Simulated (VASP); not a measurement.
C, 2 atoms in the cell. It takes space group Fmmm (No. 69, orthorhombic). The conventional cell has a = 2.419 Å, b = 4.190 Å, c = 6.696 Å, α = 90.00°, β = 90.00°, γ = 90.00°. Within 1.9 Å of C (site symmetry m2m) lie 3 C at 1.40 Å.  This cell differs from its parent crystal: strain -0.015 along x and y, +0.000 along z.

| Item | Value |
| --- | --- |
| Program | VASP 6.6.1 |
| Task | single point |
| Functional | LDA |
| Potentials or basis | VASP PAW LDA potentials, release 64 (C) |
| Cutoff | 520 eV |
| k mesh | 14 × 14 × 14 |
| Occupations | gaussian, width 0.05 eV |
| Spin | no spin polarisation |
| Dipole correction | no |
| Further INCAR settings | ALGO = Normal; EDIFF = 1e-07; NBANDS = 11 |

Potentials or basis: VASP PAW LDA potentials, release 64 (C).

Launch:

```console
$ cat potpaw_LDA.64/C/POTCAR > POTCAR
$ mpirun -np 1 vasp_std > vasp.out
```

Hardware: 1 thread of Intel(R) Xeon(R) 6975P-C (Granite Rapids), with other jobs on the host.

**Question.** Estimate the wall time of this run.

**Answer.** It took 37 s on 1 thread of Intel(R) Xeon(R) 6975P-C (Granite Rapids) (shared host), peak memory 0.17 GiB. Counts: scf iterations 12, k points 428.
